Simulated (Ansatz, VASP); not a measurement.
**P in VASP and in Ansatz**

```
CELL_PARAMETERS angstrom
0.00000 2.77058 2.77058
2.77058 0.00000 2.77058
2.77058 2.77058 0.00000
ATOMIC_POSITIONS crystal
P 0.12500 0.12500 0.12500
P 0.87500 0.87500 0.87500
```

Alike in both runs: functional RPBE; k mesh 10 × 10 × 10; occupations fermi-dirac, width 0.1 eV; no spin polarisation.

Ansatz relaxed the structure, and its values are those at the end. VASP's run is a single point on that final structure, the one shown.

|  | VASP | Ansatz |
| --- | --- | --- |
| version | VASP 6.6.1 | Ansatz 0.2.0 |
| potentials or method | VASP PAW PBE potentials, release 64 (P), cutoff 520 eV | plane waves (420 eV) with PAW, scalar-relativistic |
| valence electrons in the cell | 10 | 10 |

Ansatz gave:

- pressure (GPa): 0.0

Estimate VASP's values.

pressure (GPa): -0.3.

VASP's potentials were made for PBE, not for RPBE.
